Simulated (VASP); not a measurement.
The system is Hf.

```
Hf
1.0
     3.19670    0.00000    0.00000
    -1.59835    2.76842    0.00000
     0.00000    0.00000    5.05780
Hf
2
Direct
  0.66667 0.33333 0.75000
  0.33333 0.66667 0.25000
```

| Property | Result |
| --- | --- |
| Program | VASP 6.6.1 |
| Task | relaxation of cell and atoms |
| Functional | revPBE |
| Dispersion | D3(BJ) |
| Potentials or basis | VASP PAW PBE potentials, release 64 (Hf_pv) |
| Cutoff | 600 eV |
| k mesh | 10 × 10 × 5 |
| Occupations | fermi-dirac, width 0.05 eV |
| Spin | no spin polarisation |

At the start: pressure -3.6 GPa; volume 22.38 Å³/atom.

Q: Where does the relaxation end?

A: Over 6 steps the energy falls by 8.8 meV/atom and the volume is 21.63 Å³/atom (-3.4 %); space group P6_3/mmc (No. 194, to 0.05 Å).

Step by step:
```csv
step,energy change (eV),largest force (eV/Å),pressure (GPa),volume (Å³)
1,0.0000,0.0000,-3.64,44.76
2,0.0078,0.0000,4.90,41.54
3,-0.0176,0.0000,-0.03,43.27
4,-0.0176,0.0000,0.05,43.24
5,-0.0176,0.0000,-0.05,43.28
6,-0.0176,0.0000,0.01,43.26
```

Final structure:
```cif
data_structure
_symmetry_space_group_name_H-M 'P 1'
_symmetry_Int_Tables_number 1
_cell_length_a 3.1621
_cell_length_b 3.1621
_cell_length_c 4.9955
_cell_angle_alpha 90.000
_cell_angle_beta 90.000
_cell_angle_gamma 120.000
_cell_volume 43.26
loop_
_atom_site_label
_atom_site_type_symbol
_atom_site_fract_x
_atom_site_fract_y
_atom_site_fract_z
_atom_site_occupancy
Hf1 Hf 0.66667 0.33333 0.75000 1
Hf2 Hf 0.33333 0.66667 0.25000 1
```

Caveat: the PAW data sets were made with another functional, which shifts forces and pressure a little; pairwise dispersion overbinds metals, which lowers pressure and volume.
